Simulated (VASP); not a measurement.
The system is CuO.

```xyz
4
Lattice="2.0300 -2.1958 0.0000 2.0300 2.1958 0.0000 0.0000 0.0000 5.2571" Properties=species:S:1:pos:R:3 pbc="T T T"
Cu    1.0150   -1.0979    0.0000
Cu    1.0150    1.0979    2.6285
O     2.0300    0.0000    1.3143
O     2.0300    0.0000    3.9428
```

Base run:

```yaml
Program: VASP 6.6.1
Functional: PBEsol
Potentials_or_basis: VASP PAW PBE potentials, release 64 (Cu_sv_GW, O)
Cutoff: 820 eV
k_mesh: 9 × 9 × 5
Occupations: fermi-dirac, width 0.05 eV
Spin: no spin polarisation
```

Its results: band gap on the k mesh zero (bands 25 and 26 overlap by 0.82 eV); pressure -14.1 GPa.

Problem. The run is repeated on the same cell with these changes: functional from PBEsol to RPBE. What comes out?

Solution. Band gap on the k mesh zero (bands 25 and 26 overlap by 0.80 eV); pressure -2.5 GPa.

RPBE binds less tightly than PBEsol, so the same cell stands under more pressure.

Caveats: the PAW data sets were made with another functional, which shifts forces and pressure a little; semilocal functionals often make such compounds metallic where correlation or magnetic order opens a gap, which also shifts bond lengths; the stress differs along the axes, from -18 to -11 GPa (at least some runs).
